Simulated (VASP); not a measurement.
Input of a VASP 6.6.1 run:

Contents of INCAR:

```
PREC = Accurate
ENCUT = 600
EDIFF = 1E-6
ISMEAR = -1
SIGMA = 0.05
LREAL = False
LASPH = True
NELM = 60
ALGO = Normal
ISIF = 3
LWAVE = False
LCHARG = False
GGA = PS
IVDW = 12
IBRION = 2
NSW = 60
EDIFFG = -0.01
```

The input KPOINTS:

```
regular mesh
0
Gamma
  7 7 7
```

File POSCAR:

```
HgTe
1.0
    0.0000000000      3.2145000000      3.2145000000
    3.2145000000      0.0000000000      3.2145000000
    3.2145000000      3.2145000000      0.0000000000
Hg Te
1 1
Direct
    0.0000000000      0.0000000000      0.0000000000
    0.7500000000      0.7500000000      0.7500000000
```

Potentials or basis: VASP PAW PBE potentials, release 64 (Hg, Te).

Command:

```sh
$ cat potpaw_PBE.64/Hg/POTCAR potpaw_PBE.64/Te/POTCAR > POTCAR
$ mpirun -np 1 vasp_std > vasp.out
```

(1) What does it give for the space group after relaxing (to 0.05 Å)?

(2) Predict the relaxed volume.

Answers

(1) F-43m (No. 216).

(2) 33.39 Å³/atom.

Caveat: the PAW data sets were made with another functional, which shifts forces and pressure a little; pairwise dispersion overbinds metals, which lowers pressure and volume.
